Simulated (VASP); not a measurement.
Set up this calculation in VASP 6.6.1, as the native input.

```yaml
Task: single point
Functional: PBEsol
Potentials_or_basis: VASP PAW PBE potentials, release 64 (Ta_pv, N)
Cutoff: 520 eV
k_mesh: 11 × 11 × 10
Occupations: fermi-dirac, width 0.1 eV
Spin: no spin polarisation
Dipole_correction: no
Further_INCAR_settings: ALGO = Normal; EDIFF = 1e-06; NBANDS = 15
```

The structure of TaN lies in POSCAR:

```
TaN
1.0
    2.9574575207      0.0000000000      0.0000000000
   -1.4787287603      2.5612333472      0.0000000000
    0.0000000000      0.0000000000      2.9020932717
Ta N
1 1
Direct
    0.3333333333      0.6666666667      0.5000000000
    0.0000000000      0.0000000000      0.0000000000
```

One way to write it, as run:

INCAR

```
SYSTEM = TaN
  PREC = Accurate
  ENCUT = 520
  EDIFF = 1E-6
  ISMEAR = -1
  SIGMA = 0.1
  LREAL = .FALSE.
  LASPH = .TRUE.
  NELM = 80
  ALGO = Normal
  ISIF = 2
  LWAVE = .FALSE.
  LCHARG = .FALSE.
  GGA = PS
  NBANDS = 15
```

KPOINTS

```
regular mesh
0
G
  11 11 10
  0 0 0
```

Potentials or basis: VASP PAW PBE potentials, release 64 (Ta_pv, N).

Launch:

```bash
$ cat potpaw_PBE.64/Ta_pv/POTCAR potpaw_PBE.64/N/POTCAR > POTCAR
$ mpirun -np 1 vasp_std > vasp.out
```

It gave:

- Pressure: -10.7 GPa
- Band gap on the k mesh: zero (band 8 reaches 8.27 eV, above the bottom of band 9 at 7.79 eV)

Caveat: the PAW data sets were made with another functional, which shifts forces and pressure a little; spin-orbit coupling is left out, which moves the levels of the heavy elements.

Wall time 20 s on 1 thread of Intel(R) Xeon(R) 6975P-C (Granite Rapids), with other jobs on the host, peak memory 0.15 GiB.
